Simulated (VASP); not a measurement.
# Al6FeCo5 (P4/mmm) in VASP: single point with PBE

Aim: the single point of Al6FeCo5 with PBE.

Program: VASP 6.6.1. These are calculated values, not measurements. Logs are shortened: lines on timing, memory, paths and dates and some standing lists are left out, and cuts for length are marked.

### Step 1. The cell of the first run

The structure is tetragonal, space group P4/mmm (No. 123). Conventional cell: a = 4.037 Å, b = 4.037 Å, c = 8.554 Å, α = 90.00°, β = 90.00°, γ = 90.00°. Within 3.2 Å of Al (site symmetry 2mm) lie 2 Fe at 2.46 Å and 6 Co at 2.46 to 2.49 Å and 6 Al at 2.81 to 2.87 Å. Al (site symmetry mmm) has 8 Co at 2.47 Å and 6 Al at 2.85 to 2.87 Å within 3.3 Å. Within 3.2 Å of Fe (site symmetry 4/mmm) lie 8 Al at 2.46 Å and 6 Co at 2.85 to 2.86 Å. Within 3.3 Å of Co (site symmetry 4mm) lie 8 Al at 2.47 to 2.49 Å and 5 Co at 2.84 to 2.85 Å and 1 Fe at 2.86 Å. Within 3.3 Å of Co (site symmetry 4mm) lie 8 Al at 2.47 to 2.49 Å and 6 Co at 2.84 to 2.86 Å. Co (site symmetry 4/mmm) has 8 Al at 2.46 Å and 4 Fe at 2.85 Å and 2 Co at 2.86 Å within 3.2 Å.

### Step 2. Single point, PBE

Contents of INCAR:

```
SYSTEM = Al6FeCo5
  ALGO = Fast
  EDIFF = 1E-6
  ENCUT = 520
  GGA = PE
  ISIF = 2
  ISMEAR = 0
  LASPH = .TRUE.
  LCHARG = .FALSE.
  LREAL = .FALSE.
  LWAVE = .FALSE.
  NBANDS = 48
  NELM = 80
  PREC = Accurate
  SIGMA = 0.1
```

Contents of KPOINTS:

```
k-points
0
G
  10 10 6
  0 0 0
```

Contents of POSCAR:

```
Al6FeCo5
1.0
    4.0366787767      0.0000000000      0.0000000000
    0.0000000000      4.0366787767      0.0000000000
    0.0000000000      0.0000000000      8.5544571946
Al Fe Co
6 1 5
Direct
    0.0000000000      0.5000000000      0.6643617689
    0.0000000000      0.5000000000      0.0000000000
    0.0000000000      0.5000000000      0.3356382311
    0.5000000000      0.0000000000      0.6643617689
    0.5000000000      0.0000000000      0.0000000000
    0.5000000000      0.0000000000      0.3356382311
    0.0000000000      0.0000000000      0.5000000000
    0.0000000000      0.0000000000      0.8341513280
    0.0000000000      0.0000000000      0.1658486720
    0.5000000000      0.5000000000      0.8340798896
    0.5000000000      0.5000000000      0.1659201104
    0.5000000000      0.5000000000      0.5000000000
```

Potentials or basis: VASP PAW PBE potentials, release 64 (Al, Fe, Co).

Command:

```sh
> cat potpaw_PBE.64/Al/POTCAR potpaw_PBE.64/Fe/POTCAR potpaw_PBE.64/Co/POTCAR > POTCAR
> mpirun -np 1 vasp_std > vasp.out
```

OUTCAR:

```text
SYSTEM = Al6FeCo5
   EDIFF = 1E-6
   ENCUT = 520
   GGA = PE
   ISIF = 2
   ISMEAR = 0
   LASPH = .TRUE.
   LREAL = .FALSE.
   NELM = 80
   PREC = Accurate

 ion  position               nearest neighbor table
   1  0.000  0.500  0.664-   7 2.46  12 2.46   7 2.46  12 2.46  10 2.49  10 2.49   8 2.49   8 2.49
                             3 2.81   4 2.85   4 2.85   4 2.85   4 2.85   2 2.87
   2  0.000  0.500  0.000-   8 2.47   9 2.47   8 2.47   9 2.47  10 2.47  11 2.47  10 2.47  11 2.47
                             5 2.85   5 2.85   5 2.85   5 2.85   1 2.87   3 2.87
   3  0.000  0.500  0.336-   7 2.46  12 2.46   7 2.46  12 2.46  11 2.49  11 2.49   9 2.49   9 2.49
                             1 2.81   6 2.85   6 2.85   6 2.85   6 2.85   2 2.87
   4  0.500  0.000  0.664-   7 2.46  12 2.46  12 2.46   7 2.46  10 2.49  10 2.49   8 2.49   8 2.49
                             6 2.81   1 2.85   1 2.85   1 2.85   1 2.85   5 2.87
   5  0.500  0.000  0.000-   8 2.47   9 2.47   8 2.47   9 2.47  10 2.47  11 2.47  10 2.47  11 2.47
                             2 2.85   2 2.85   2 2.85   2 2.85   6 2.87   4 2.87
   6  0.500  0.000  0.336-   7 2.46  12 2.46  12 2.46   7 2.46  11 2.49  11 2.49   9 2.49   9 2.49
                             4 2.81   3 2.85   3 2.85   3 2.85   3 2.85   5 2.87
   7  0.000  0.000  0.500-   1 2.46   3 2.46   4 2.46   6 2.46   1 2.46   3 2.46   4 2.46   6 2.46
                            12 2.85  12 2.85  12 2.85  12 2.85   8 2.86   9 2.86
   8  0.000  0.000  0.834-   2 2.47   5 2.47   2 2.47   5 2.47   1 2.49   4 2.49   4 2.49   1 2.49
                             9 2.84  10 2.85  10 2.85  10 2.85  10 2.85   7 2.86
   9  0.000  0.000  0.166-   2 2.47   5 2.47   2 2.47   5 2.47   3 2.49   3 2.49   6 2.49   6 2.49
                             8 2.84  11 2.85  11 2.85  11 2.85  11 2.85   7 2.86
  10  0.500  0.500  0.834-   2 2.47   5 2.47   5 2.47   2 2.47   4 2.49   4 2.49   1 2.49   1 2.49
                            11 2.84   8 2.85   8 2.85   8 2.85   8 2.85  12 2.86
  11  0.500  0.500  0.166-   2 2.47   5 2.47   5 2.47   2 2.47   3 2.49   6 2.49   6 2.49   3 2.49
                            10 2.84   9 2.85   9 2.85   9 2.85   9 2.85  12 2.86
  12  0.500  0.500  0.500-   1 2.46   3 2.46   4 2.46   6 2.46   4 2.46   6 2.46   1 2.46   3 2.46
                             7 2.85   7 2.85   7 2.85   7 2.85  11 2.86  10 2.86

  LATTYP: Found a simple tetragonal cell.
 ALAT       =     4.0366787767
 C/A-ratio  =     2.1191820474

  Lattice vectors:

 A1 = (   4.0366787767,   0.0000000000,   0.0000000000)
 A2 = (   0.0000000000,   4.0366787767,   0.0000000000)
 A3 = (   0.0000000000,   0.0000000000,   8.5544571946)

Analysis of symmetry for initial positions (statically):
=====================================================================
 Subroutine PRICEL returns:
 Original cell was already a primitive cell.

 Routine SETGRP: Setting up the symmetry group for a
 simple tetragonal supercell.

 Subroutine GETGRP returns: Found 16 space group operations
 (whereof 16 operations were pure point group operations)
 out of a pool of 16 trial point group operations.

The static configuration has the point symmetry D_4h.

Analysis of symmetry for dynamics (positions and initial velocities):
=====================================================================
 Subroutine PRICEL returns:
 Original cell was already a primitive cell.

 Routine SETGRP: Setting up the symmetry group for a
 simple tetragonal supercell.

 Subroutine GETGRP returns: Found 16 space group operations
 (whereof 16 operations were pure point group operations)
 out of a pool of 16 trial point group operations.

The dynamic configuration has the point symmetry D_4h.

 Subroutine INISYM returns: Found 16 space group operations
 (whereof 16 operations are pure point group operations),
 and found     1 'primitive' translations

----------------------------------------------------------------------------------------

                                     Primitive cell

  volume of cell :     139.3930

  direct lattice vectors                    reciprocal lattice vectors
     4.036678777  0.000000000  0.000000000     0.247728406  0.000000000  0.000000000
     0.000000000  4.036678777  0.000000000     0.000000000  0.247728406  0.000000000
     0.000000000  0.000000000  8.554457195     0.000000000  0.000000000  0.116898124

  length of vectors
     4.036678777  4.036678777  8.554457195     0.247728406  0.247728406  0.116898124

  position of ions in fractional coordinates (direct lattice)
     0.000000000  0.500000000  0.664361769
     0.000000000  0.500000000  0.000000000
     0.000000000  0.500000000  0.335638231
     0.500000000  0.000000000  0.664361769
     0.500000000  0.000000000  0.000000000
     0.500000000  0.000000000  0.335638231
     0.000000000  0.000000000  0.500000000
     0.000000000  0.000000000  0.834151328
     0.000000000  0.000000000  0.165848672
     0.500000000  0.500000000  0.834079890
     0.500000000  0.500000000  0.165920110
     0.500000000  0.500000000  0.500000000

  ion indices of the primitive-cell ions
   primitive index   ion index
                 1           1
                 2           2
                 3           3
                 4           4
                 5           5
                 6           6
                 7           7
                 8           8
                 9           9
                10          10
                11          11
                12          12

----------------------------------------------------------------------------------------

 KPOINTS: k-points

Automatic generation of k-mesh.
 Grid dimensions read from file:
 generate k-points for:   10   10    6

 Generating k-lattice:

  Cartesian coordinates                     Fractional coordinates (reciprocal lattice)
     0.024772841  0.000000000  0.000000000     0.100000000  0.000000000  0.000000000
     0.000000000  0.024772841  0.000000000     0.000000000  0.100000000  0.000000000
     0.000000000  0.000000000  0.019483021     0.000000000  0.000000000  0.166666667

  Length of vectors
     0.024772841  0.024772841  0.019483021

  Shift w.r.t. Gamma in fractional coordinates (k-lattice)
     0.000000000  0.000000000  0.000000000

 Subroutine IBZKPT returns following result:
 ===========================================

 Found     84 irreducible k-points:

 Following reciprocal coordinates:
            Coordinates               Weight
  0.000000  0.000000  0.000000      1.000000
  0.100000  0.000000  0.000000      4.000000
  0.200000  0.000000  0.000000      4.000000
  0.300000  0.000000  0.000000      4.000000
  0.400000  0.000000  0.000000      4.000000
  0.500000  0.000000  0.000000      2.000000
[... 16 lines left out ...]
  0.100000  0.000000  0.166667      8.000000
  0.200000  0.000000  0.166667      8.000000
 [... further k-points ...]
   k-points           NKPTS =     84   k-points in BZ     NKDIM =     84   number of bands    NBANDS=     48
   number of dos      NEDOS =    301   number of ions     NIONS =     12
   total plane-waves  NPLWV =  57600
   dimension x,y,z NGX =    30 NGY =   30 NGZ =   64
   dimension x,y,z NGXF=    60 NGYF=   60 NGZF=  128
   ions per type =               6   1   5
   NGX,Y,Z   is equivalent  to a cutoff of  12.36, 12.36, 12.44 a.u.
   NGXF,Y,Z  is equivalent  to a cutoff of  24.71, 24.71, 24.88 a.u.
 SYSTEM =  Al6FeCo5
   PREC   = accura    normal or accurate (medium, high low for compatibility)
   ISTART =      0    job   : 0-new  1-cont  2-samecut
   ICHARG =      2    charge: 1-file 2-atom 10-const
   ISPIN  =      1    spin polarized calculation?
   LNONCOLLINEAR =      F non collinear calculations
   LSORBIT =      F    spin-orbit coupling
   LASPH  =      T    aspherical Exc in radial PAW
   ENCUT  =  520.0 eV  38.22 Ry    6.18 a.u.   7.51  7.51 15.91*2*pi/ulx,y,z
   NELM   =     80;   NELMIN=  2; NELMDL= -5     # of ELM steps
   EDIFF  = 0.1E-05   stopping-criterion for ELM
   LREAL  =      F    real-space projection
   EDIFFG = 0.1E-04   stopping-criterion for IOM
   NSW    =      0    number of steps for IOM
   IBRION =     -1    ionic relax: 0-MD 1-quasi-New 2-CG
   NFREE  =      0    steps in history (QN), initial steepest desc. (CG)
   ISIF   =      2    stress and relaxation
   ISYM   =      2    0-nonsym 1-usesym 2-fastsym
   POTIM  = 0.5000    time-step for ionic-motion
   TEBEG  =    0.0;   TEEND  =   0.0 temperature during run
   PSTRESS=    0.0 pullay stress
   NELECT =      71.0000    total number of electrons
   NUPDOWN=      -1.0000    fix difference up-down
   EMIN   =  10.00;   EMAX   =-10.00  energy-range for DOS
   EFERMI =   0.00;   METHOD = LEGACY
   ISMEAR =     0;   SIGMA  =   0.10  broadening in eV -4-tet -1-fermi 0-gaus
   EFERMI_NEDOS =   21; number of points for ismear=-14 and -15
   IALGO  =     68    algorithm
   IMIX   =      4    mixing-type and parameters
     AMIX     =   0.40;   BMIX     =  1.00
     AMIX_MAG =   1.60;   BMIX_MAG =  1.00
  volume/ion in A,a.u.               =      11.62        78.39
  Fermi-wavevector in a.u.,A,eV,Ry     =   1.307417  2.470659 23.256958  1.709338
  Thomas-Fermi vector in A             =   2.438153
   LORBIT       =      0    0 simple, 1 ext, 2 COOP (PROOUT), +10 PAW based schemes
   GGA     = PE    functional components
   LHFCALC =     F    Hartree Fock is set to
   AEXX    =    0.0000 exact exchange contribution
   IVDW    =     0    specifies the selected vdW correction
   LEPSILON=     F    determine dielectric tensor
   LRPA    =     F    only Hartree local field effects (RPA)
 non-spin polarized calculation
 RMM-DIIS sequential band-by-band and
 Gauss-broadening in eV      SIGMA  =   0.10
  energy-cutoff  :      520.00
  volume of cell :      139.39
 maximum number of plane-waves:      3784
   NGX = 15   NGY = 15   NGZ = 31

 number of electron      70.9999992 magnetization

 Free energy of the ion-electron system (eV)
  ---------------------------------------------------
  ext. energy  EPLUGINS =         0.00000000
  ---------------------------------------------------
  free energy    TOTEN  =       -72.76243096 eV

  energy without entropy =      -72.74637707  energy(sigma->0) =      -72.75440402

 E-fermi :   9.9892     XC(G=0): -12.2470

 val. band max:        9.9848916339   @ k =   0.3000   0.3000   0.3333
 cond. band min:       9.9950486848   @ k =   0.4000   0.4000   0.5000
 fundamental gap:      0.0101570509
 Fermi energy:         9.9892042172

 k-point     1 :       0.0000    0.0000    0.0000
  band No.  band energies     occupation
      1      -0.8200      2.00000
      2       1.2149      2.00000
      3       1.2336      2.00000
      4       4.9658      2.00000
      5       5.8814      2.00000
      6       5.9360      2.00000
[... 39 lines left out ...]
     46      13.8870      0.00000
     47      14.1862      0.00000

 k-point     2 :       0.1000    0.0000    0.0000
  band No.  band energies     occupation
      1      -0.7254      2.00000
      2       1.3015      2.00000
      3       1.3202      2.00000
      4       4.8288      2.00000
      5       5.7657      2.00000
      6       5.7816      2.00000
[... 39 lines left out ...]
     46      14.3043      0.00000
     47      14.5097      0.00000

 k-point     3 :       0.2000    0.0000    0.0000
  band No.  band energies     occupation
      1      -0.4434      2.00000
      2       1.5584      2.00000
      3       1.5772      2.00000
      4       4.2669      2.00000
      5       5.3510      2.00000
      6       5.3755      2.00000
[... 1039 lines left out ...]
     46      14.2659      0.00000
     47      14.4655      0.00000

 k-point    24 :       0.2000    0.0000    0.1667
  band No.  band energies     occupation
      1      -0.3859      2.00000
      2       0.9714      2.00000
      3       2.2517      2.00000
      4       4.3038      2.00000
      5       5.0843      2.00000
      6       5.5115      2.00000
[... 39 lines left out ...]
     46      14.7001      0.00000
     47      14.8814      0.00000

 [... further k-points ...]

 [bands above 47 left out]

------------------------ aborting loop because EDIFF is reached ----------------------------------------

  FORCE on cell =-STRESS in cart. coord.  units (eV):
  Direction    XX          YY          ZZ          XY          YZ          ZX
  --------------------------------------------------------------------------------------
  -------------------------------------------------------------------------------------
  Total       -0.1235083     -0.1235083     -0.1188887      0.0000000     -0.0000000      0.0000000
  in kB       -1.4195997     -1.4195997     -1.3665022      0.0000000     -0.0000000      0.0000000
  external PRESSURE =      -1.4019005 kB  Pullay stress =       0.0000000 kB

 VOLUME and BASIS-vectors are now :
 -----------------------------------------------------------------------------
  energy-cutoff  :      520.00
  volume of cell :      139.39
      direct lattice vectors                 reciprocal lattice vectors
     4.036678777  0.000000000  0.000000000     0.247728406  0.000000000  0.000000000
     0.000000000  4.036678777  0.000000000     0.000000000  0.247728406  0.000000000
     0.000000000  0.000000000  8.554457195     0.000000000  0.000000000  0.116898124

 POSITION                                       TOTAL-FORCE (eV/Angst)
 -----------------------------------------------------------------------------------
      0.00000      2.01834      5.68325        -0.000000     -0.000000      0.004972
      0.00000      2.01834      0.00000        -0.000000     -0.000000      0.000000
      0.00000      2.01834      2.87120        -0.000000     -0.000000     -0.004972
      2.01834      0.00000      5.68325        -0.000000     -0.000000      0.004972
      2.01834      0.00000      0.00000        -0.000000     -0.000000      0.000000
      2.01834      0.00000      2.87120        -0.000000     -0.000000     -0.004972
      0.00000      0.00000      4.27723        -0.000000     -0.000000      0.000000
      0.00000      0.00000      7.13571        -0.000000      0.000000      0.001395
      0.00000      0.00000      1.41875         0.000000      0.000000     -0.001395
      2.01834      2.01834      7.13510        -0.000000     -0.000000      0.002129
      2.01834      2.01834      1.41936        -0.000000      0.000000     -0.002129
      2.01834      2.01834      4.27723        -0.000000     -0.000000      0.000000
 -----------------------------------------------------------------------------------
    total drift:                                0.000000      0.000000      0.000000

  FREE ENERGIE OF THE ION-ELECTRON SYSTEM (eV)
  ---------------------------------------------------
  free  energy   TOTEN  =       -72.7624309627 eV

  energy  without entropy=      -72.7463770702  energy(sigma->0) =      -72.75440402
```

Wall time 11 min (1 thread of Intel Xeon Platinum 8259CL at 2.50GHz (Skylake/Cascade Lake), shared host); peak memory 0.56 GiB.

What came out:

| Item | Value |
| --- | --- |
| Free energy | -72.7624 eV |
| Pressure | -0.1 GPa |
| Largest force | 0.005 eV/Å |
| Band gap on the k mesh | zero (an odd number of electrons rules out a gap without spin polarisation) |

Forces in eV/Å, atoms in the order of the input:
```
Al   0.000  0.000  0.005
Al   0.000  0.000  0.000
Al   0.000  0.000 -0.005
Al   0.000  0.000  0.005
Al   0.000  0.000  0.000
Al   0.000  0.000 -0.005
Fe   0.000  0.000  0.000
Co   0.000  0.000  0.001
Co   0.000  0.000 -0.001
Co   0.000  0.000  0.002
Co   0.000  0.000 -0.002
Co   0.000  0.000  0.000
```

Levels at points of the mesh, in eV from the Fermi level:
| k point | band 33 | band 34 | band 35 | band 36 | band 37 | band 38 | band 39 | band 40 |
| --- | --- | --- | --- | --- | --- | --- | --- | --- |
| (0.00, 0.00, 0.00) | -0.07 | -0.05 | 0.48 | 0.83 | 1.08 | 1.30 | 1.30 | 1.38 |
| (0.50, 0.00, 0.00) | -0.97 | -0.77 | -0.72 | -0.71 | 1.91 | 1.98 | 2.03 | 2.04 |
| (0.50, 0.50, 0.00) | -0.94 | -0.79 | -0.33 | -0.33 | 0.18 | 0.19 | 0.26 | 0.28 |
| (0.00, 0.00, 0.50) | -0.16 | -0.07 | -0.05 | 0.08 | 0.48 | 0.55 | 2.57 | 2.65 |
| (0.50, 0.00, 0.50) | -0.89 | -0.87 | -0.42 | -0.22 | 0.45 | 0.72 | 2.48 | 2.57 |
| (0.50, 0.50, 0.50) | -0.77 | -0.77 | -0.42 | -0.42 | -0.03 | 0.07 | 0.31 | 0.31 |

Caveat: the run has no spin polarisation, though such a crystal can be magnetic.
